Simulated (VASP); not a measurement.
A run of VASP 6.6.1:

The input INCAR:

```
PREC = Accurate ; ENCUT = 600
EDIFF = 1E-6 ; ISMEAR = 0
SIGMA = 0.1 ; LREAL = F
LASPH = T ; NELM = 150
ALGO = Normal ; ISIF = 3
LWAVE = F ; LCHARG = F
ISPIN = 2 ; MAGMOM = 0 0 0 0 -3 -3 3 2
LORBIT = 11 ; LMAXMIX = 4
GGA = PE ; IBRION = 2
NSW = 90 ; EDIFFG = -0.04
```

Contents of KPOINTS:

```
Automatic mesh
0
Gamma
  4 4 4
```

File POSCAR:

```
Al4Co3Ni
1.0
   -2.9617105800      2.9617105800      2.9617105800
    2.9617105800     -2.9617105800      2.9617105800
    2.9617105800      2.9617105800     -2.9617105800
Al Co Ni
4 3 1
Direct
    0.5000000000      0.0000000000      0.0000000000
    0.0000000000      0.0000000000      0.5000000000
    0.5000000000      0.5000000000      0.5000000000
    0.0000000000      0.5000000000      0.0000000000
    0.0000000000      0.5000000000      0.5000000000
    0.5000000000      0.5000000000      0.0000000000
    0.5000000000      0.0000000000      0.5000000000
    0.0000000000      0.0000000000      0.0000000000
```

Potentials or basis: VASP PAW PBE potentials, release 64 (Al, Co, Ni).

The run is started by

```bash
$ cat potpaw_PBE.64/Al/POTCAR potpaw_PBE.64/Co/POTCAR potpaw_PBE.64/Ni/POTCAR > POTCAR
$ mpirun -np 1 vasp_std > vasp.out
```

Hardware: 1 thread of Intel Xeon 8259CL, with other jobs on the host.

Problem. Estimate the wall time of this run.

Solution. Wall time 15 min on 1 thread of Intel Xeon 8259CL (shared host), peak memory 0.38 GiB. Counts: scf iterations 57, k points 13, ion steps 3.
